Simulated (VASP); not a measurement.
# MgF3 (P-6m2) in VASP: further runs, part 3 of 3

VASP 6.6.1.

### Step 4. Relaxation of cell and atoms, PBE, collinear spin

Contents of INCAR:

```
PREC = Accurate
ENCUT = 600
EDIFF = 1E-6
ISMEAR = 0
SIGMA = 0.1
LREAL = False
LASPH = True
NELM = 150
ALGO = Normal
ISIF = 3
LWAVE = False
LCHARG = False
ISPIN = 2
MAGMOM = 0 1 1 1
LORBIT = 11
GGA = PE
IBRION = 2
NSW = 90
EDIFFG = -0.04
```

Contents of KPOINTS:

```
Automatic mesh
0
Gamma
  6 6 4
```

Contents of POSCAR:

```
MgF3
1.0
    3.6743794500      0.0000000000      0.0000000000
   -1.8371897300      3.1821059500      0.0000000000
    0.0000000000      0.0000000000      4.6691827600
Mg F
1 3
Direct
    0.6666666700      0.3333333300      0.5000000000
    0.0000000000      0.0000000000      0.0000000000
    0.3333333300      0.6666666700      0.6521653100
    0.3333333300      0.6666666700      0.3478346900
```

Potentials or basis: VASP PAW PBE potentials, release 64 (Mg, F).

The run is started by

```sh
cat potpaw_PBE.64/Mg/POTCAR potpaw_PBE.64/F/POTCAR > POTCAR
mpirun -np 1 vasp_std > vasp.out
```

OUTCAR:

```text
PREC = Accurate
   ENCUT = 600
   EDIFF = 1E-6
   ISMEAR = 0
   LREAL = False
   LASPH = True
   NELM = 150
   ISIF = 3
   ISPIN = 2
   LORBIT = 11
   GGA = PE
   IBRION = 2
   NSW = 90
   EDIFFG = -0.04

 ion  position               nearest neighbor table
   1  0.667  0.333  0.500-   3 2.24   4 2.24   3 2.24   4 2.24   3 2.24   4 2.24
   2  0.000  0.000  0.000-
   3  0.333  0.667  0.652-   4 1.42   1 2.24   1 2.24   1 2.24
   4  0.333  0.667  0.348-   3 1.42   1 2.24   1 2.24   1 2.24

  LATTYP: Found a hexagonal cell.
 ALAT       =     3.6743794500
 C/A-ratio  =     1.2707404947

  Lattice vectors:

 A1 = (   3.6743794500,   0.0000000000,   0.0000000000)
 A2 = (  -1.8371897300,   3.1821059500,   0.0000000000)
 A3 = (   0.0000000000,   0.0000000000,   4.6691827600)

Analysis of symmetry for initial positions (statically):
=====================================================================
 Subroutine PRICEL returns:
 Original cell was already a primitive cell.

 Routine SETGRP: Setting up the symmetry group for a
 hexagonal supercell.

 Subroutine GETGRP returns: Found 12 space group operations
 (whereof 12 operations were pure point group operations)
 out of a pool of 24 trial point group operations.

The static configuration has the point symmetry D_3h.

Analysis of symmetry for dynamics (positions and initial velocities):
=====================================================================
 Subroutine PRICEL returns:
 Original cell was already a primitive cell.

 Routine SETGRP: Setting up the symmetry group for a
 hexagonal supercell.

 Subroutine GETGRP returns: Found 12 space group operations
 (whereof 12 operations were pure point group operations)
 out of a pool of 24 trial point group operations.

The dynamic configuration has the point symmetry D_3h.

Analysis of structural, dynamic, and magnetic symmetry:
=====================================================================
 Subroutine PRICEL returns:
 Original cell was already a primitive cell.

 Routine SETGRP: Setting up the symmetry group for a
 hexagonal supercell.

 Subroutine GETGRP returns: Found 12 space group operations
 (whereof 12 operations were pure point group operations)
 out of a pool of 24 trial point group operations.

The overall configuration has the point symmetry D_3h.

 Subroutine INISYM returns: Found 12 space group operations
 (whereof 12 operations are pure point group operations),
 and found     1 'primitive' translations

----------------------------------------------------------------------------------------

                                     Primitive cell

  volume of cell :      54.5933

  direct lattice vectors                    reciprocal lattice vectors
     3.674379450  0.000000000  0.000000000     0.272154799  0.157128647  0.000000000
    -1.837189730  3.182105950  0.000000000     0.000000000  0.314257292  0.000000000
     0.000000000  0.000000000  4.669182760     0.000000000  0.000000000  0.214170242

  length of vectors
     3.674379450  3.674379455  4.669182760     0.314257293  0.314257292  0.214170242

[... 36 lines left out ...]

 Found     21 irreducible k-points:

 Following reciprocal coordinates:
            Coordinates               Weight
  0.000000  0.000000  0.000000      1.000000
  0.166667  0.000000  0.000000      6.000000
  0.333333 -0.000000  0.000000      6.000000
  0.500000  0.000000  0.000000      3.000000
  0.166667  0.166667  0.000000      6.000000
  0.333333  0.166667  0.000000     12.000000
[... 13 lines left out ...]
  0.333333  0.166667  0.500000     12.000000
  0.333333  0.333333  0.500000      2.000000
   k-points           NKPTS =     21   k-points in BZ     NKDIM =     21   number of bands    NBANDS=     17
   number of dos      NEDOS =    301   number of ions     NIONS =      4
   total plane-waves  NPLWV =  36000
   dimension x,y,z NGX =    30 NGY =   30 NGZ =   40
   dimension x,y,z NGXF=    60 NGYF=   60 NGZF=   80
   ions per type =               1   3
   NGX,Y,Z   is equivalent  to a cutoff of  13.57, 13.57, 14.24 a.u.
   NGXF,Y,Z  is equivalent  to a cutoff of  27.15, 27.15, 28.48 a.u.
 SYSTEM =  unknown system
   PREC   = accura    normal or accurate (medium, high low for compatibility)
   ISTART =      0    job   : 0-new  1-cont  2-samecut
   ICHARG =      2    charge: 1-file 2-atom 10-const
   ISPIN  =      2    spin polarized calculation?
   LNONCOLLINEAR =      F non collinear calculations
   LSORBIT =      F    spin-orbit coupling
   LASPH  =      T    aspherical Exc in radial PAW
   ENCUT  =  600.0 eV  44.10 Ry    6.64 a.u.   7.34  7.34  9.33*2*pi/ulx,y,z
   NELM   =    150;   NELMIN=  2; NELMDL= -5     # of ELM steps
   EDIFF  = 0.1E-05   stopping-criterion for ELM
   LREAL  =      F    real-space projection
   EDIFFG = -.4E-01   stopping-criterion for IOM
   NSW    =     90    number of steps for IOM
   IBRION =      2    ionic relax: 0-MD 1-quasi-New 2-CG
   NFREE  =      1    steps in history (QN), initial steepest desc. (CG)
   ISIF   =      3    stress and relaxation
   ISYM   =      2    0-nonsym 1-usesym 2-fastsym
   POTIM  = 0.5000    time-step for ionic-motion
   TEBEG  =    0.0;   TEEND  =   0.0 temperature during run
   PSTRESS=    0.0 pullay stress
   NELECT =      23.0000    total number of electrons
   NUPDOWN=      -1.0000    fix difference up-down
   EMIN   =  10.00;   EMAX   =-10.00  energy-range for DOS
   EFERMI =   0.00;   METHOD = LEGACY
   ISMEAR =     0;   SIGMA  =   0.10  broadening in eV -4-tet -1-fermi 0-gaus
   EFERMI_NEDOS =   21; number of points for ismear=-14 and -15
   IALGO  =     38    algorithm
   IMIX   =      4    mixing-type and parameters
     AMIX     =   0.40;   BMIX     =  1.00
     AMIX_MAG =   1.60;   BMIX_MAG =  1.00
  volume/ion in A,a.u.               =      13.65        92.10
  Fermi-wavevector in a.u.,A,eV,Ry     =   1.227263  2.319191 20.492744  1.506174
  Thomas-Fermi vector in A             =   2.362233
   LORBIT       =     11    0 simple, 1 ext, 2 COOP (PROOUT), +10 PAW based schemes
   GGA     = PE    functional components
   LHFCALC =     F    Hartree Fock is set to
   AEXX    =    0.0000 exact exchange contribution
   IVDW    =     0    specifies the selected vdW correction
   LEPSILON=     F    determine dielectric tensor
   LRPA    =     F    only Hartree local field effects (RPA)
 conjugate gradient relaxation of ions
 spin polarized calculation
 Gauss-broadening in eV      SIGMA  =   0.10
  energy-cutoff  :      600.00
  volume of cell :       54.59
 maximum number of plane-waves:      1836
 NGX is ok and might be reduce to    30
   NGX = 15   NGY = 15   NGZ = 19

--------------------------------------- Ionic step        1  -------------------------------------------

 number of electron      23.0000010 magnetization       0.9999667

 Free energy of the ion-electron system (eV)
  ---------------------------------------------------
  ext. energy  EPLUGINS =         0.00000000
  ---------------------------------------------------
  free energy    TOTEN  =       -10.49747458 eV

  energy without entropy =      -10.49741229  energy(sigma->0) =      -10.49744343

 E-fermi :   0.9995     XC(G=0):  -8.6376

 val. band max:        0.8250418146   @ k =   0.3333   0.3333   0.5000
 cond. band min:       1.1441617268   @ k =   0.0000   0.0000   0.0000
 fundamental gap:      0.3191199122
 Fermi energy:         0.9995144795
[... 1793 lines left out ...]
      4      -4.3382      1.00000
      5      -3.6956      1.00000
      6      -3.3222      1.00000
[... 9 lines left out ...]
     16      17.2266      0.00000
     17      17.9164      0.00000

[... ionic steps 4 to 18 ...]

--------------------------------------- Ionic step       19  -------------------------------------------

 number of electron      23.0000011 magnetization       0.9999997

------------------------ aborting loop because EDIFF is reached ----------------------------------------
[... 71 lines left out ...]
--------------------------------------- Ionic step       21  -------------------------------------------

 number of electron      23.0000008 magnetization       0.9999999

 Free energy of the ion-electron system (eV)
  ---------------------------------------------------
  ext. energy  EPLUGINS =         0.00000000
  ---------------------------------------------------
  free energy    TOTEN  =       -14.97359306 eV

  energy without entropy =      -14.97028431  energy(sigma->0) =      -14.97193868

 E-fermi :  -1.2575     XC(G=0):  -9.2364

 val. band max:       -1.3304495100   @ k =   0.0000   0.0000   0.5000
 cond. band min:      -1.2031712940   @ k =   0.1667   0.0000   0.5000
 fundamental gap:      0.1272782160
 Fermi energy:        -1.2574604467
[... 874 lines left out ...]
  FREE ENERGIE OF THE ION-ELECTRON SYSTEM (eV)
  ---------------------------------------------------
  free  energy   TOTEN  =       -14.9735930557 eV

  energy  without entropy=      -14.9702843079  energy(sigma->0) =      -14.97193868

 reached required accuracy - stopping structural energy minimisation

 total charge

# of ion       s       p       d       tot
------------------------------------------
    1        0.121   0.137   0.062   0.319
    2        1.763   4.048   0.000   5.811
    3        1.744   4.373   0.000   6.116
    4        1.744   4.373   0.000   6.116
--------------------------------------------------
tot          5.371  12.930   0.062  18.363

 magnetization (x)

# of ion       s       p       d       tot
------------------------------------------
    1       -0.000   0.000   0.000  -0.000
    2        0.002   0.766   0.000   0.768
    3        0.001   0.054   0.000   0.055
    4        0.001   0.054   0.000   0.055
--------------------------------------------------
tot          0.003   0.875   0.000   0.879
```

OSZICAR:

```text
N       E                     dE             d eps       ncg     rms          rms(c)
DAV:   1     0.145090196046E+03    0.14509E+03   -0.13174E+04  1428   0.138E+03
DAV:   2    -0.652396294287E+01   -0.15161E+03   -0.14861E+03  1828   0.293E+02
[... 292 lines left out ...]
DAV:   3    -0.149734130334E+02    0.59455E-03   -0.51889E-03  1452   0.809E-01    0.152E-01
DAV:   4    -0.149736175725E+02   -0.20454E-03   -0.46973E-04  1510   0.235E-01    0.693E-02
DAV:   5    -0.149735721504E+02    0.45422E-04   -0.13317E-04  1756   0.102E-01    0.279E-02
DAV:   6    -0.149735907620E+02   -0.18612E-04   -0.33523E-05  1445   0.656E-02    0.107E-02
DAV:   7    -0.149735924214E+02   -0.16594E-05   -0.50565E-06  1734   0.198E-02    0.500E-03
DAV:   8    -0.149735930557E+02   -0.63422E-06   -0.76396E-07  1077   0.105E-02
  21 F= -.14973593E+02 E0= -.14971939E+02  d E =-.110835E-02  mag=     1.0000
```

Run time: 43 min. Hardware: 1 thread of Intel Xeon 8259CL, shared host; peak memory 0.24 GiB.

What came out:

* Free energy: -14.9736 eV
* Relaxed volume: 12.07 Å³/atom
* Relaxed cell: a = 3.039 Å, b = 3.039 Å, c = 6.035 Å, α = 90.00°, β = 90.00°, γ = 120.00°
* Space group after relaxing (to 0.1 Å): P-6m2 (No. 187)
* Energy gained by relaxing: 1119.0 meV/atom
* Ionic steps: 21
* Pressure after relaxing: -0.1 GPa
* Largest force after relaxing: 0.008 eV/Å
* Band gap on the k mesh: zero (filled and empty bands touch)
* Net moment: 1.00 μB per cell
* Site moments: Mg -0.00; F +0.77, +0.06 (each value once) μB
* Valence electrons inside the program's atomic spheres: Mg 0.32; F 5.81, 6.12 (each value once)

Forces on the atoms (eV/Å):
```
Mg   0.000  0.000  0.000
F    0.000  0.000  0.000
F    0.000  0.000 -0.008
F    0.000  0.000  0.008
```

The path:
| step | energy change (eV) | largest force (eV/Å) | pressure (GPa) | volume (Å³) |
| --- | --- | --- | --- | --- |
| 1 | 0.0000 | 18.2466 | 17.32 | 54.59 |
| 2 | 1.9682 | 5.3573 | -5.26 | 65.62 |
| 3 | -0.2988 | 4.2103 | -9.63 | 63.21 |
| 4 | -1.5929 | 3.4063 | -10.94 | 61.53 |
| 5 | -3.2479 | 1.6409 | -10.30 | 58.12 |
| 6 | -3.4608 | 0.4121 | -7.36 | 56.37 |
| 7 | -3.4727 | 0.2816 | -8.38 | 56.80 |
| 8 | -3.4747 | 0.1174 | -8.14 | 56.69 |
| 9 | -3.8005 | 0.2090 | -5.33 | 51.97 |
| 10 | -4.0264 | 0.3545 | 0.28 | 46.78 |
| 11 | -3.5713 | 0.7342 | 25.98 | 37.20 |
| 12 | -4.0502 | 0.4126 | 2.90 | 45.14 |
| 13 | -4.0514 | 0.4296 | 3.73 | 44.68 |
| 14 | -4.1854 | 0.5486 | 3.26 | 44.97 |
| 15 | -4.4259 | 0.8513 | 2.59 | 45.23 |
| 16 | -4.3968 | 0.7468 | 3.21 | 45.10 |
| 17 | -4.4064 | 0.6600 | 3.33 | 45.18 |
| 18 | -4.4741 | 0.1931 | 0.30 | 48.31 |
| 19 | -4.4750 | 0.1023 | 0.56 | 47.99 |
| 20 | -4.4724 | 0.2039 | -1.32 | 48.78 |
| 21 | -4.4761 | 0.0085 | -0.12 | 48.27 |

Final structure:
```xyz
4
Lattice="3.0389 0.0000 0.0000 -1.5194 2.6318 0.0000 0.0000 0.0000 6.0354" Properties=species:S:1:pos:R:3 pbc="T T T"
Mg    1.5194    0.8773    3.0177
F     0.0000    0.0000    0.0000
F     0.0000    1.7545    4.1239
F     0.0000    1.7545    1.9115
```

Levels at points of the mesh, in eV from the Fermi level:
Spin up:
```
           k point  band 8  band 9  band 10  band 11  band 12  band 13  band 14  band 15  band 16  band 17
(0.00, 0.00, 0.00)   -2.26   -2.26    -1.09    -0.82    -0.82     4.36     9.60    11.97    16.76    16.78
(0.50, 0.00, 0.00)   -2.86   -2.59    -1.63    -1.28    -0.98     7.63    10.56    13.34    14.41    16.92
(0.00, 0.00, 0.50)   -2.29   -2.29    -1.54    -0.81    -0.81     4.69     8.68    14.07    14.73    16.75
(0.50, 0.00, 0.50)   -3.13   -2.67    -2.36    -0.95    -0.78     7.63    10.56    13.05    14.16    16.16
```
Spin down:
```
           k point  band 9  band 10  band 11  band 12  band 13  band 14
(0.00, 0.00, 0.00)   -1.90    -0.08    -0.08     0.45     4.40     9.86
(0.50, 0.00, 0.00)   -1.24    -1.02    -0.27     0.31     7.65    10.59
(0.00, 0.00, 0.50)   -1.37    -0.16    -0.07    -0.07     4.91     8.79
(0.50, 0.00, 0.50)   -1.97    -0.38    -0.25     0.19     7.65    10.59
```

Caveat: a cell axis changed by over 15 % at a fixed basis, so the end point is rough.

### Step 5. Summary

| task | cell | cutoff (eV) | gap on the mesh (eV) | pressure (GPa) | moment (μB) | largest force (eV/Å) |
| --- | --- | --- | --- | --- | --- | --- |
| single point | a = 3.674, b = 3.674, c = 4.669 Å, angles 90.0, 90.0, 120.0°, 4 atoms, atomic positions A | 520 | 0.32 | 17.4 | 1.00 | 18.27 |
| single point | a = 2.951, b = 2.951, c = 7.924 Å, angles 90.0, 90.0, 120.0°, 4 atoms, atomic positions B | 520 | none | -0.4 | 1.00 | 0.03 |
| relaxation of cell and atoms | relaxed from a = 3.674, b = 3.674, c = 4.669 Å, angles 90.0, 90.0, 120.0°, 4 atoms, atomic positions A | 600 | none | -0.1 | 1.00 | 0.01 |

Alike in all rows: level PBE; potentials or basis VASP PAW PBE potentials, release 64 (Mg, F); spin collinear; k mesh 6 × 6 × 4; smearing gaussian 0.1 eV.

Caveats: some runs use coarse meshes; the stress differs along the axes, from -6 to 64 GPa (at least some runs); forces of over 1 eV/Å act on the atoms, so gaps and moduli don't describe the material at rest (at least some runs); a cell axis changed by over 15 % at a fixed basis, so the end point is rough (at least some runs).

Total energies depend on the potentials used, so only differences within one code and one set of settings carry meaning.

The gap in the log of VASP goes by the Fermi energy; the results here count the filled bands.